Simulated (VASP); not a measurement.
# Be3CdO4 (I-42m) in VASP: relaxation of cell and atoms with PBE

Aim: the relaxation of cell and atoms of Be3CdO4 with PBE.

All numbers are computed with VASP 6.6.1; they aren't measurements. Logs are shortened: lines on timing, memory, paths and dates and some standing lists are left out, and cuts for length are marked.

### Step 1. The cell of the first run

The structure is tetragonal, space group I-42m (No. 121). The conventional cell has a = 6.078 Å, b = 6.078 Å, c = 4.954 Å, α = 90.00°, β = 90.00°, γ = 90.00°. Be (site symmetry 222) has 4 Be at 2.48 to 3.04 Å and 8 O at 2.52 to 2.60 Å and 2 Cd at 3.04 Å within 3.3 Å. Be (site symmetry -42m) has 4 O at 2.01 Å and 2 Cd at 2.48 Å within 2.7 Å. Within 2.5 Å of Cd (site symmetry -42m) lie 4 O at 1.90 Å and 2 Be at 2.48 Å. Within 2.8 Å of O (site symmetry m) lie 1 Cd at 1.90 Å and 5 Be at 2.01 to 2.60 Å and 2 O at 2.79 Å.

The cell was built from a structure type or drawn by symmetry, and may not be a known phase.

### Step 2. Relaxation of cell and atoms, PBE

Input file INCAR:

```
SYSTEM = Be3CdO4
PREC     = Accurate       ! precision mode
ENCUT    = 600            ! plane-wave cutoff, eV
EDIFF    = 1E-7           ! SCF threshold, eV
ISMEAR   = 0              ! smearing method
SIGMA    = 0.15           ! smearing width, eV
LREAL    = .False.        ! projectors in reciprocal space
LASPH    = .True.         ! aspherical terms in the spheres
NELM     = 120            ! most SCF steps
ALGO     = Normal         ! electronic algorithm
ISIF     = 3              ! what is computed and relaxed
LWAVE    = .False.        ! write WAVECAR
LCHARG   = .False.        ! write CHGCAR
GGA      = PE             ! functional
IBRION   = 2              ! ionic algorithm
NSW      = 36             ! ionic steps
EDIFFG   = -0.08          ! ionic threshold
GGA_COMPAT= .False.      
NELMIN   = 4
```

Input file KPOINTS:

```
Automatic mesh
0
Gamma
  3 3 3
  0 0 0
```

Input file POSCAR:

```
Be3CdO4
1.0
   -3.0391345600      3.0391345600      2.4768007600
    3.0391345600     -3.0391345600      2.4768007600
    3.0391345600      3.0391345600     -2.4768007600
Be Cd O
3 1 4
Direct
    0.5000000000      0.0000000000      0.5000000000
    0.0000000000      0.5000000000      0.5000000000
    0.5000000000      0.5000000000      0.0000000000
    0.0000000000      0.0000000000      0.0000000000
    0.4086909900      0.4086909900      0.3515920000
    0.0570989800      0.0570989800      0.6484080000
    0.5913090100      0.9429010200      0.0000000000
    0.9429010200      0.5913090100      0.0000000000
```

Potentials or basis: VASP PAW PBE potentials, release 64 (Be, Cd, O).

Command:

```console
$ cat potpaw_PBE.64/Be/POTCAR potpaw_PBE.64/Cd/POTCAR potpaw_PBE.64/O/POTCAR > POTCAR
$ mpirun -np 1 vasp_std > vasp.out
```

OUTCAR:

```text
SYSTEM = Be3CdO4
   PREC = Accurate
   ENCUT = 600
   EDIFF = 1E-7
   ISMEAR = 0
   LREAL = .False.
   LASPH = .True.
   NELM = 120
   ISIF = 3
   GGA = PE
   IBRION = 2
   NSW = 36
   EDIFFG = -0.08
   NELMIN = 4

 ion  position               nearest neighbor table
   1  0.500  0.000  0.500-   4 3.04   4 3.04
   2  0.000  0.500  0.500-   4 3.04   4 3.04
   3  0.500  0.500  0.000-   5 2.01   6 2.01   7 2.01   8 2.01   4 2.48   4 2.48
   4  0.000  0.000  0.000-   6 1.90   5 1.90   7 1.90   8 1.90   3 2.48   3 2.48   1 3.04   2 3.04
                             1 3.04   2 3.04
   5  0.409  0.409  0.352-   4 1.90   3 2.01
   6  0.057  0.057  0.648-   4 1.90   3 2.01
   7  0.591  0.943  0.000-   4 1.90   3 2.01
   8  0.943  0.591  0.000-   4 1.90   3 2.01

  LATTYP: Found a body centered tetragonal cell.
 ALAT       =     6.0782691200
 C/A-ratio  =     0.8149691009

  Lattice vectors:

 A1 = (  -3.0391345600,   3.0391345600,   2.4768007600)
 A2 = (   3.0391345600,  -3.0391345600,   2.4768007600)
 A3 = (   3.0391345600,   3.0391345600,  -2.4768007600)

Analysis of symmetry for initial positions (statically):
=====================================================================
 Subroutine PRICEL returns:
 Original cell was already a primitive cell.

 Routine SETGRP: Setting up the symmetry group for a
 body centered tetragonal supercell.

 Subroutine GETGRP returns: Found  8 space group operations
 (whereof  8 operations were pure point group operations)
 out of a pool of 16 trial point group operations.

The static configuration has the point symmetry D_2d.

Analysis of symmetry for dynamics (positions and initial velocities):
=====================================================================
 Subroutine PRICEL returns:
 Original cell was already a primitive cell.

 Routine SETGRP: Setting up the symmetry group for a
 body centered tetragonal supercell.

 Subroutine GETGRP returns: Found  8 space group operations
 (whereof  8 operations were pure point group operations)
 out of a pool of 16 trial point group operations.

The dynamic configuration has the point symmetry D_2d.

 Subroutine INISYM returns: Found  8 space group operations
 (whereof  8 operations are pure point group operations),
 and found     1 'primitive' translations

----------------------------------------------------------------------------------------

                                     Primitive cell

  volume of cell :      91.5063

  direct lattice vectors                    reciprocal lattice vectors
    -3.039134560  3.039134560  2.476800760     0.000000000  0.164520521  0.201873323
     3.039134560 -3.039134560  2.476800760     0.164520521  0.000000000  0.201873323
     3.039134560  3.039134560 -2.476800760     0.164520521  0.164520521  0.000000000

  length of vectors
     4.960566475  4.960566475  4.960566475     0.260422427  0.260422427  0.232667152

  position of ions in fractional coordinates (direct lattice)
     0.500000000  0.000000000  0.500000000
     0.000000000  0.500000000  0.500000000
     0.500000000  0.500000000  0.000000000
     0.000000000  0.000000000  0.000000000
     0.408690990  0.408690990  0.351592000
     0.057098980  0.057098980  0.648408000
     0.591309010  0.942901020  0.000000000
     0.942901020  0.591309010  0.000000000

  ion indices of the primitive-cell ions
   primitive index   ion index
                 1           1
                 2           2
                 3           3
                 4           4
                 5           5
                 6           6
                 7           7
                 8           8

----------------------------------------------------------------------------------------

 KPOINTS: Automatic mesh

Automatic generation of k-mesh.
 Grid dimensions read from file:
 generate k-points for:    3    3    3

 Generating k-lattice:

  Cartesian coordinates                     Fractional coordinates (reciprocal lattice)
     0.000000000  0.054840174  0.067291108     0.333333333  0.000000000  0.000000000
     0.054840174  0.000000000  0.067291108     0.000000000  0.333333333  0.000000000
     0.054840174  0.054840174  0.000000000     0.000000000  0.000000000  0.333333333

  Length of vectors
     0.086807476  0.086807476  0.077555717

  Shift w.r.t. Gamma in fractional coordinates (k-lattice)
     0.000000000  0.000000000  0.000000000

 Subroutine IBZKPT returns following result:
 ===========================================

 Found      6 irreducible k-points:

 Following reciprocal coordinates:
            Coordinates               Weight
  0.000000  0.000000  0.000000      1.000000
  0.333333  0.000000  0.000000      8.000000
  0.333333  0.333333  0.000000      8.000000
 -0.333333  0.333333  0.000000      4.000000
 -0.333333  0.333333  0.333333      4.000000
 -0.333333 -0.333333  0.333333      2.000000
   k-points           NKPTS =      6   k-points in BZ     NKDIM =      6   number of bands    NBANDS=     26
   number of dos      NEDOS =    301   number of ions     NIONS =      8
   total plane-waves  NPLWV =  64000
   dimension x,y,z NGX =    40 NGY =   40 NGZ =   40
   dimension x,y,z NGXF=    80 NGYF=   80 NGZF=   80
   ions per type =               3   1   4
   NGX,Y,Z   is equivalent  to a cutoff of  13.41, 13.41, 13.41 a.u.
   NGXF,Y,Z  is equivalent  to a cutoff of  26.81, 26.81, 26.81 a.u.
 SYSTEM =  Be3CdO4
   PREC   = accura    normal or accurate (medium, high low for compatibility)
   ISTART =      0    job   : 0-new  1-cont  2-samecut
   ICHARG =      2    charge: 1-file 2-atom 10-const
   ISPIN  =      1    spin polarized calculation?
   LNONCOLLINEAR =      F non collinear calculations
   LSORBIT =      F    spin-orbit coupling
   LASPH  =      T    aspherical Exc in radial PAW
   ENCUT  =  600.0 eV  44.10 Ry    6.64 a.u.   9.91  9.91  9.91*2*pi/ulx,y,z
   NELM   =    120;   NELMIN=  4; NELMDL= -5     # of ELM steps
   EDIFF  = 0.1E-06   stopping-criterion for ELM
   LREAL  =      F    real-space projection
   EDIFFG = -.8E-01   stopping-criterion for IOM
   NSW    =     36    number of steps for IOM
   IBRION =      2    ionic relax: 0-MD 1-quasi-New 2-CG
   NFREE  =      1    steps in history (QN), initial steepest desc. (CG)
   ISIF   =      3    stress and relaxation
   ISYM   =      2    0-nonsym 1-usesym 2-fastsym
   POTIM  = 0.5000    time-step for ionic-motion
   TEBEG  =    0.0;   TEEND  =   0.0 temperature during run
   PSTRESS=    0.0 pullay stress
   NELECT =      42.0000    total number of electrons
   NUPDOWN=      -1.0000    fix difference up-down
   EMIN   =  10.00;   EMAX   =-10.00  energy-range for DOS
   EFERMI =   0.00;   METHOD = LEGACY
   ISMEAR =     0;   SIGMA  =   0.15  broadening in eV -4-tet -1-fermi 0-gaus
   EFERMI_NEDOS =   21; number of points for ismear=-14 and -15
   IALGO  =     38    algorithm
   IMIX   =      4    mixing-type and parameters
     AMIX     =   0.40;   BMIX     =  1.00
     AMIX_MAG =   1.60;   BMIX_MAG =  1.00
  volume/ion in A,a.u.               =      11.44        77.19
  Fermi-wavevector in a.u.,A,eV,Ry     =   1.262819  2.386381 21.697356  1.594711
  Thomas-Fermi vector in A             =   2.396207
   LORBIT       =      0    0 simple, 1 ext, 2 COOP (PROOUT), +10 PAW based schemes
   GGA     = PE    functional components
   LHFCALC =     F    Hartree Fock is set to
   AEXX    =    0.0000 exact exchange contribution
   IVDW    =     0    specifies the selected vdW correction
   LEPSILON=     F    determine dielectric tensor
   LRPA    =     F    only Hartree local field effects (RPA)
 conjugate gradient relaxation of ions
 non-spin polarized calculation
 Gauss-broadening in eV      SIGMA  =   0.15
  energy-cutoff  :      600.00
  volume of cell :       91.51
 maximum number of plane-waves:      3074
   NGX = 19   NGY = 19   NGZ = 19

--------------------------------------- Ionic step        1  -------------------------------------------

 number of electron      42.0000003 magnetization

 Free energy of the ion-electron system (eV)
  ---------------------------------------------------
  ext. energy  EPLUGINS =         0.00000000
  ---------------------------------------------------
  free energy    TOTEN  =       -31.82675829 eV

  energy without entropy =      -31.81458069  energy(sigma->0) =      -31.82066949

------------------------ aborting loop because EDIFF is reached ----------------------------------------

  FORCE on cell =-STRESS in cart. coord.  units (eV):
  Direction    XX          YY          ZZ          XY          YZ          ZX
  --------------------------------------------------------------------------------------
  -------------------------------------------------------------------------------------
  Total       -3.6248177     -3.6248177     12.1361002      0.0000000     -0.0000000      0.0000000
  in kB      -63.4666879    -63.4666879    212.4901553      0.0000000     -0.0000000      0.0000000
  external PRESSURE =      28.5189265 kB  Pullay stress =       0.0000000 kB
[... 71 lines left out ...]
--------------------------------------- Ionic step        3  -------------------------------------------

 number of electron      41.9999991 magnetization

 E-fermi :   1.5442     XC(G=0): -10.1371

 val. band max:        1.4348968159   @ k =  -0.3333   0.3333   0.3333
 cond. band min:       3.2928266821   @ k =   0.3333   0.0000   0.0000
 fundamental gap:      1.8579298662
 Fermi energy:         1.5441560030

 k-point     1 :       0.0000    0.0000    0.0000
  band No.  band energies     occupation
      1     -15.3532      2.00000
      2     -14.3781      2.00000
      3     -14.2429      2.00000
      4     -14.2429      2.00000
      5      -5.1635      2.00000
      6      -4.9679      2.00000
[... 198 lines left out ...]
  FREE ENERGIE OF THE ION-ELECTRON SYSTEM (eV)
  ---------------------------------------------------
  free  energy   TOTEN  =       -36.4276099974 eV

  energy  without entropy=      -36.4138990229  energy(sigma->0) =      -36.42075451

 E-fermi :  16.3264     XC(G=0): -14.7284

 val. band max:       15.5610704756   @ k =  -0.3333   0.3333   0.3333
 cond. band min:      20.2722171904   @ k =   0.0000   0.0000   0.0000
 fundamental gap:      4.7111467148
 Fermi energy:        16.3263785819

 k-point     1 :       0.0000    0.0000    0.0000
  band No.  band energies     occupation
      1     -14.5676      2.00000
      2     -11.1099      2.00000
      3     -11.1099      2.00000
      4     -10.4700      2.00000
      5      -3.1535      2.00000
      6      -1.5802      2.00000
[... 163 lines left out ...]
     25      23.5800      0.00000
     26      23.5800      0.00000

[... ionic steps 4 to 14 ...]

--------------------------------------- Ionic step       15  -------------------------------------------

 number of electron      41.9999998 magnetization

------------------------ aborting loop because EDIFF is reached ----------------------------------------
[... 79 lines left out ...]
--------------------------------------- Ionic step       17  -------------------------------------------

 number of electron      42.0000003 magnetization

 Free energy of the ion-electron system (eV)
  ---------------------------------------------------
  ext. energy  EPLUGINS =         0.00000000
  ---------------------------------------------------
  free energy    TOTEN  =       -44.42133333 eV

  energy without entropy =      -44.42133333  energy(sigma->0) =      -44.42133333

 E-fermi :   3.1384     XC(G=0): -10.7894

 val. band max:        2.4838064983   @ k =   0.0000   0.0000   0.0000
 cond. band min:       5.1434941378   @ k =   0.0000   0.0000   0.0000
 fundamental gap:      2.6596876394
 Fermi energy:         3.1384205143

 k-point     1 :       0.0000    0.0000    0.0000
  band No.  band energies     occupation
      1     -15.7790      2.00000
      2     -14.3867      2.00000
      3     -14.3867      2.00000
      4     -13.7710      2.00000
      5      -4.9056      2.00000
      6      -4.5085      2.00000
[... 198 lines left out ...]
  FREE ENERGIE OF THE ION-ELECTRON SYSTEM (eV)
  ---------------------------------------------------
  free  energy   TOTEN  =       -44.4213333297 eV

  energy  without entropy=      -44.4213333297  energy(sigma->0) =      -44.42133333

 reached required accuracy - stopping structural energy minimisation
```

Run time: 3.4 min. Hardware: 1 thread of AMD EPYC 9R45 (Zen 5), shared host; peak memory 0.23 GiB.

Results:

```yaml
Free_energy: -44.4213 eV
Relaxed_volume: 9.51 Å³/atom
Relaxed_cell: a = 4.693 Å, b = 4.693 Å, c = 4.693 Å, α = 117.01°, β = 117.01°, γ = 95.26°
Space_group_after_relaxing_to_0.1_Å: I-42m (No. 121)
Pressure_after_relaxing: 0.6 GPa
Largest_force_after_relaxing: 0.048 eV/Å
Band_gap_on_the_k_mesh: 2.66 eV
```

Forces on the atoms (eV/Å):
```
Be   0.000  0.000  0.000
Be   0.000  0.000  0.000
Be   0.000  0.000  0.000
Cd   0.000  0.000  0.000
O    0.034  0.034 -0.001
O   -0.034 -0.034 -0.001
O    0.034 -0.034  0.001
O   -0.034  0.034  0.001
```

Final structure:
```
Be Cd O
1.0
    -2.45166    2.45166    3.16283
     2.45166   -2.45166    3.16283
     2.45166    2.45166   -3.16283
Be Cd O
3 1 4
Direct
  0.50000 0.00000 0.50000
  0.00000 0.50000 0.50000
  0.50000 0.50000 0.00000
  0.00000 0.00000 0.00000
  0.60322 0.60322 0.42280
  0.18043 0.18043 0.57720
  0.39678 0.81957 0.00000
  0.81957 0.39678 0.00000
```

Caveat: the k points lie up to 0.54 Å⁻¹ apart in the final cell; the volume moved by over 15 % at a fixed basis, so the end points are rough; the relaxation stopped at a loose force limit of 0.08 eV/Å, so its end isn't a converged minimum.
